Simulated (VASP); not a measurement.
# Si in VASP: further runs

The runs below take Si through electric field gradients, with r2SCAN.

Everything below comes from runs of VASP 6.6.1. Logs are shortened: lines on timing, memory, paths and dates and some standing lists are left out, and cuts for length are marked.

### 1 The cell of the first run

It takes space group I4_1/amd (No. 141, tetragonal). The conventional cell has a = 4.821 Å, b = 4.821 Å, c = 2.702 Å, α = 90.00°, β = 90.00°, γ = 90.00°. Within 3.3 Å of Si (site symmetry -4m2) lie 10 Si at 2.50 to 3.15 Å.

### 2 Electric field gradients, r2SCAN (15.70 Å³/atom)

POSCAR

```
Si
1.0
   -2.4102541710      2.4102541710      1.3510604995
    2.4102541710     -2.4102541710      1.3510604995
    2.4102541710      2.4102541710     -1.3510604995
Si
2
Direct
    0.2500000000      0.7500000000      0.5000000000
    0.5000000000      0.5000000000      0.0000000000
```

INCAR.step1

```
PREC     = Accurate       # precision mode
ENCUT    = 520            # plane-wave cutoff, eV
ISMEAR   = -1             # smearing method
SIGMA    = 0.08           # smearing width, eV
LREAL    = False          # projectors in reciprocal space
LASPH    = True           # aspherical terms in the spheres
NELM     = 60             # most SCF steps
NBANDS   = 11             # bands
GGA      = PE             # functional
ALGO     = Normal         # electronic algorithm
EDIFF    = 1E-4           # SCF threshold, eV
LWAVE    = True           # write WAVECAR
LCHARG   = False          # write CHGCAR
```

INCAR.step2

```
PREC     = Accurate       # precision mode
ENCUT    = 520            # plane-wave cutoff, eV
EDIFF    = 1E-8           # SCF threshold, eV
ISMEAR   = -1             # smearing method
SIGMA    = 0.08           # smearing width, eV
LREAL    = False          # projectors in reciprocal space
LASPH    = True           # aspherical terms in the spheres
NELM     = 60             # most SCF steps
ALGO     = Normal         # electronic algorithm
ISIF     = 2              # what is computed and relaxed
LWAVE    = False          # write WAVECAR
LCHARG   = False          # write CHGCAR
METAGGA  = R2SCAN         # meta-GGA
LMIXTAU  = True         
LEFG     = True         
NBANDS   = 11             # bands
ISTART   = 1
```

KPOINTS

```
Automatic mesh
0
Gamma
  16 16 16
```

Potentials or basis: VASP PAW PBE potentials, release 64 (Si).

The run is started by

```
cat potpaw_PBE.64/Si/POTCAR > POTCAR
cp INCAR.step1 INCAR
mpirun -np 1 vasp_std > vasp.out
cp INCAR.step2 INCAR
mpirun -np 1 vasp_std > vasp.out
```

OUTCAR:

```text
PREC = Accurate
   ENCUT = 520
   EDIFF = 1E-8
   ISMEAR = -1
   LREAL = False
   LASPH = True
   NELM = 60
   ISIF = 2
   METAGGA = R2SCAN
   ISTART = 1

 ion  position               nearest neighbor table
   1  0.250  0.750  0.500-   2 2.50   2 2.50   2 2.50   2 2.50
   2  0.500  0.500  0.000-   1 2.50   1 2.50   1 2.50   1 2.50

  LATTYP: Found a body centered tetragonal cell.
 ALAT       =     4.8205083420
 C/A-ratio  =     0.5605468982

  Lattice vectors:

 A1 = (  -2.4102541710,   2.4102541710,   1.3510604995)
 A2 = (   2.4102541710,  -2.4102541710,   1.3510604995)
 A3 = (   2.4102541710,   2.4102541710,  -1.3510604995)

Analysis of symmetry for initial positions (statically):
=====================================================================
 Subroutine PRICEL returns:
 Original cell was already a primitive cell.

 Routine SETGRP: Setting up the symmetry group for a
 body centered tetragonal supercell.

 Subroutine GETGRP returns: Found 16 space group operations
 (whereof  8 operations were pure point group operations)
 out of a pool of 16 trial point group operations.

The static configuration has the point symmetry D_2d.
 The point group associated with its full space group is D_4h.

Analysis of symmetry for dynamics (positions and initial velocities):
=====================================================================
 Subroutine PRICEL returns:
 Original cell was already a primitive cell.

 Routine SETGRP: Setting up the symmetry group for a
 body centered tetragonal supercell.

 Subroutine GETGRP returns: Found 16 space group operations
 (whereof  8 operations were pure point group operations)
 out of a pool of 16 trial point group operations.

The dynamic configuration has the point symmetry D_2d.
 The point group associated with its full space group is D_4h.

 Subroutine INISYM returns: Found 16 space group operations
 (whereof  8 operations are pure point group operations),
 and found     1 'primitive' translations

----------------------------------------------------------------------------------------

                                     Primitive cell

  volume of cell :      31.3950

  direct lattice vectors                    reciprocal lattice vectors
    -2.410254171  2.410254171  1.351060499     0.000000000  0.207447001  0.370079652
     2.410254171 -2.410254171  1.351060499     0.207447001  0.000000000  0.370079652
     2.410254171  2.410254171 -1.351060499     0.207447001  0.207447001  0.000000000

  length of vectors
     3.666608080  3.666608080  3.666608080     0.424256064  0.424256064  0.293374363

  position of ions in fractional coordinates (direct lattice)
     0.250000000  0.750000000  0.500000000
     0.500000000  0.500000000  0.000000000

  ion indices of the primitive-cell ions
   primitive index   ion index
                 1           1
                 2           2

----------------------------------------------------------------------------------------

 KPOINTS: Automatic mesh

Automatic generation of k-mesh.
 Grid dimensions read from file:
 generate k-points for:   16   16   16

 Generating k-lattice:

  Cartesian coordinates                     Fractional coordinates (reciprocal lattice)
     0.000000000  0.012965438  0.023129978     0.062500000  0.000000000  0.000000000
     0.012965438  0.000000000  0.023129978     0.000000000  0.062500000  0.000000000
     0.012965438  0.012965438  0.000000000     0.000000000  0.000000000  0.062500000

  Length of vectors
     0.026516004  0.026516004  0.018335898

  Shift w.r.t. Gamma in fractional coordinates (k-lattice)
     0.000000000  0.000000000  0.000000000

 Subroutine IBZKPT returns following result:
 ===========================================

 Found    349 irreducible k-points:

 Following reciprocal coordinates:
            Coordinates               Weight
  0.000000  0.000000  0.000000      1.000000
  0.062500  0.000000 -0.000000      8.000000
  0.125000  0.000000 -0.000000      8.000000
  0.187500  0.000000  0.000000      8.000000
  0.250000  0.000000 -0.000000      8.000000
  0.312500  0.000000 -0.000000      8.000000
[... 16 lines left out ...]
 -0.125000  0.062500  0.000000     16.000000
 -0.062500  0.062500  0.000000      4.000000
 [... further k-points ...]
   k-points           NKPTS =    349   k-points in BZ     NKDIM =    349   number of bands    NBANDS=     11
   number of dos      NEDOS =    301   number of ions     NIONS =      2
   total plane-waves  NPLWV =  21952
   dimension x,y,z NGX =    28 NGY =   28 NGZ =   28
   dimension x,y,z NGXF=    56 NGYF=   56 NGZF=   56
   ions per type =               2
   NGX,Y,Z   is equivalent  to a cutoff of  12.70, 12.70, 12.70 a.u.
   NGXF,Y,Z  is equivalent  to a cutoff of  25.39, 25.39, 25.39 a.u.
 SYSTEM =  unknown system
   PREC   = accura    normal or accurate (medium, high low for compatibility)
   ISTART =      1    job   : 0-new  1-cont  2-samecut
   ICHARG =      0    charge: 1-file 2-atom 10-const
   ISPIN  =      1    spin polarized calculation?
   LNONCOLLINEAR =      F non collinear calculations
   LSORBIT =      F    spin-orbit coupling
   LASPH  =      T    aspherical Exc in radial PAW
   ENCUT  =  520.0 eV  38.22 Ry    6.18 a.u.   6.82  6.82  6.82*2*pi/ulx,y,z
   NELM   =     60;   NELMIN=  2; NELMDL=  0     # of ELM steps
   EDIFF  = 0.1E-07   stopping-criterion for ELM
   LREAL  =      F    real-space projection
   EDIFFG = 0.1E-06   stopping-criterion for IOM
   NSW    =      0    number of steps for IOM
   IBRION =     -1    ionic relax: 0-MD 1-quasi-New 2-CG
   NFREE  =      0    steps in history (QN), initial steepest desc. (CG)
   ISIF   =      2    stress and relaxation
   ISYM   =      2    0-nonsym 1-usesym 2-fastsym
   POTIM  = 0.5000    time-step for ionic-motion
   TEBEG  =    0.0;   TEEND  =   0.0 temperature during run
   PSTRESS=    0.0 pullay stress
   NELECT =       8.0000    total number of electrons
   NUPDOWN=      -1.0000    fix difference up-down
   EMIN   =  10.00;   EMAX   =-10.00  energy-range for DOS
   EFERMI =   0.00;   METHOD = LEGACY
   ISMEAR =    -1;   SIGMA  =   0.08  broadening in eV -4-tet -1-fermi 0-gaus
   EFERMI_NEDOS =   21; number of points for ismear=-14 and -15
   IALGO  =     38    algorithm
   IMIX   =      4    mixing-type and parameters
     AMIX     =   0.40;   BMIX     =  1.00
     AMIX_MAG =   1.60;   BMIX_MAG =  1.00
  volume/ion in A,a.u.               =      15.70       105.93
  Fermi-wavevector in a.u.,A,eV,Ry     =   1.037890  1.961328 14.656409  1.077216
  Thomas-Fermi vector in A             =   2.172349
   LORBIT       =      0    0 simple, 1 ext, 2 COOP (PROOUT), +10 PAW based schemes
   METAGGA = R2SCAN    functional components
   LHFCALC =     F    Hartree Fock is set to
   AEXX    =    0.0000 exact exchange contribution
   IVDW    =     0    specifies the selected vdW correction
   LEPSILON=     F    determine dielectric tensor
   LRPA    =     F    only Hartree local field effects (RPA)
 non-spin polarized calculation
  energy-cutoff  :      520.00
  volume of cell :       31.39
 maximum number of plane-waves:       858
   NGX = 13   NGY = 13   NGZ = 13

 number of electron       7.9999999 magnetization

 Free energy of the ion-electron system (eV)
  ---------------------------------------------------
  ext. energy  EPLUGINS =         0.00000000
  ---------------------------------------------------
  free energy    TOTEN  =       -16.67740021 eV

  energy without entropy =      -16.66223608  energy(sigma->0) =      -16.66981814

 E-fermi :   8.7946     XC(G=0): -11.3612

 val. band max:        8.7939131841   @ k =  -0.3125   0.0625   0.0000
 cond. band min:       8.7994594125   @ k =  -0.1250   0.5000   0.1250
 fundamental gap:      0.0055462285
 Fermi energy:         8.7945594354

 k-point     1 :       0.0000    0.0000    0.0000
  band No.  band energies     occupation
      1      -5.4321      2.00000
      2       6.2246      2.00000
      3       6.2246      2.00000
      4       6.9133      2.00000
      5      10.8701      0.00000
      6      16.5060      0.00000
      7      18.0513      0.00000
      8      18.0513      0.00000
      9      18.0636      0.00000
     10      19.4820      0.00000
     11      19.9068      0.00000
[... 309 lines left out ...]
 k-point    24 :      -0.0625    0.0625    0.0000
  band No.  band energies     occupation
      1      -5.3811      2.00000
      2       5.3268      2.00000
      3       6.2710      2.00000
      4       7.6240      2.00000
      5      11.1856      0.00000
      6      15.9051      0.00000
      7      17.7572      0.00000
      8      18.0081      0.00000
      9      18.4245      0.00000
     10      19.4743      0.00000
     11      20.0097      0.00000

 [... further k-points ...]

------------------------ aborting loop because EDIFF is reached ----------------------------------------

  FORCE on cell =-STRESS in cart. coord.  units (eV):
  Direction    XX          YY          ZZ          XY          YZ          ZX
  --------------------------------------------------------------------------------------
  -------------------------------------------------------------------------------------
  Total       -0.5994002     -0.5994002     -0.5296783      0.0000000     -0.0000000      0.0000000
  in kB      -30.5891208    -30.5891208    -27.0310106      0.0000000     -0.0000000      0.0000000
  external PRESSURE =     -29.4030841 kB  Pullay stress =       0.0000000 kB

 VOLUME and BASIS-vectors are now :
 -----------------------------------------------------------------------------
  energy-cutoff  :      520.00
  volume of cell :       31.39
      direct lattice vectors                 reciprocal lattice vectors
    -2.410254171  2.410254171  1.351060499     0.000000000  0.207447001  0.370079652
     2.410254171 -2.410254171  1.351060499     0.207447001  0.000000000  0.370079652
     2.410254171  2.410254171 -1.351060499     0.207447001  0.207447001  0.000000000

 POSITION                                       TOTAL-FORCE (eV/Angst)
 -----------------------------------------------------------------------------------
      2.41025      0.00000      0.67553         0.000000     -0.000000     -0.000000
      0.00000      0.00000      1.35106        -0.000000      0.000000      0.000000
 -----------------------------------------------------------------------------------
    total drift:                                0.000000      0.000000      0.000000

  FREE ENERGIE OF THE ION-ELECTRON SYSTEM (eV)
  ---------------------------------------------------
  free  energy   TOTEN  =       -16.6774002065 eV

  energy  without entropy=      -16.6622360828  energy(sigma->0) =      -16.66981814

 Electric field gradients (V/A^2)
---------------------------------------------------------------------
 ion       V_xx      V_yy      V_zz      V_xy      V_xz      V_yz
---------------------------------------------------------------------
   1      -9.705    -9.705    19.410    -0.000    -0.000    -0.000
   2      -9.705    -9.705    19.410    -0.000    -0.000    -0.000
---------------------------------------------------------------------

 Electric field gradients after diagonalization (V/A^2)
 (convention: |V_zz| > |V_xx| > |V_yy|)
----------------------------------------------------------------------
 ion       V_xx      V_yy      V_zz     asymmetry (V_yy - V_xx)/ V_zz
----------------------------------------------------------------------
   1      -9.705    -9.705    19.410       0.000
   2      -9.705    -9.705    19.410       0.000
----------------------------------------------------------------------

           NMR quadrupolar parameters

 Cq : quadrupolar parameter    Cq=e*Q*V_zz/h
 eta: asymmetry parameters     (V_yy - V_xx)/ V_zz
 Q  : nuclear electric quadrupole moment in mb (millibarn)
----------------------------------------------------------------------
 ion       Cq(MHz)       eta       Q (mb)
----------------------------------------------------------------------
   1       0.047       0.000       1.000
   2       0.047       0.000       1.000
----------------------------------------------------------------------
```

Wall time 12 min (1 thread of Intel Xeon 8259CL, shared host); peak memory 0.23 GiB.

What came out:

```
Free energy                             : -16.6774 eV
Pressure                                : -2.9 GPa
Band gap on the k mesh                  : zero (bands 4 and 5 overlap by 6.50 eV)
Largest electric field gradient by atom : Si +19.4 V/Å²
```

Stress tensor (GPa, compression positive):
```
-3.06  0.00  0.00
 0.00 -3.06  0.00
 0.00  0.00 -2.70
```

Electric field gradients, principal values (V/Å²):
```
atom   least  middle  greatest (by size)
1 Si  -9.705  -9.705              19.410
2 Si  -9.705  -9.705              19.410
```

Caveat: without QUAD_EFG the Cq values of the log hold for a quadrupole moment of 1 mb, not for the nuclei; the PAW data sets were made with another functional, which shifts forces and pressure a little.

[end of part 1 of 2]
